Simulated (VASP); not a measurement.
The system is Na5H.

```
Na H
1.0
     5.33263    0.00000    0.00000
    -2.66632    4.61820    0.00000
     0.00000    0.00000    4.33404
Na H
5 1
Cartesian
  -1.3332 2.3091 2.1670
  0.0000 3.0788 0.0000
  2.6663 1.5394 0.0000
  2.6663 0.0000 2.1670
  1.3332 2.3091 2.1670
  0.0000 0.0000 0.0000
```

The cell was built from a structure type or drawn by symmetry, and may not be a known phase.

```yaml
Program: VASP 6.6.1
Task: relaxation of cell and atoms
Functional: PBE
Potentials_or_basis: VASP PAW PBE potentials, release 64 (Na_pv, H)
Cutoff: 600 eV
k_mesh: 6 × 6 × 4
Occupations: gaussian, width 0.1 eV
Spin: no spin polarisation
```

At the start: pressure 19.0 GPa; volume 17.79 Å³/atom.

Where does the relaxation end?

Over 10 steps the energy falls by 682.6 meV/atom and the volume is 36.74 Å³/atom (+106.5 %); space group P6/mmm (No. 191, to 0.1 Å) before and after.

The path:
```csv
step,energy change (eV),largest force (eV/Å),pressure (GPa),volume (Å³)
1,0.0000,0.0000,18.98,106.74
2,-2.7949,0.0000,6.95,142.63
3,-3.8707,0.0000,1.91,183.84
4,-3.8496,0.0000,-1.08,288.21
5,-4.0816,0.0000,-0.27,236.06
6,-4.0897,0.0000,-0.08,227.16
7,-4.0894,0.0000,0.03,224.15
8,-4.0914,0.0000,0.02,223.80
9,-4.0956,0.0000,0.04,222.72
10,-4.0956,0.0000,0.09,220.44
```

Final structure:
```xyz
6
Lattice="6.4459 0.0000 0.0000 -3.2230 5.5823 0.0000 0.0000 0.0000 6.1263" Properties=species:S:1:pos:R:3 pbc="T T T"
Na   -1.6115    2.7912    3.0631
Na    0.0000    3.7216    0.0000
Na    3.2230    1.8608    6.1263
Na    3.2230    0.0000    3.0631
Na    1.6115    2.7912    3.0631
H     0.0000    0.0000    0.0000
```

Caveat: the k points lie up to 0.26 Å⁻¹ apart in the final cell, too coarse for converged energies and pressures of a metal; the volume moved by over 15 % at a fixed basis, so the end points are rough.
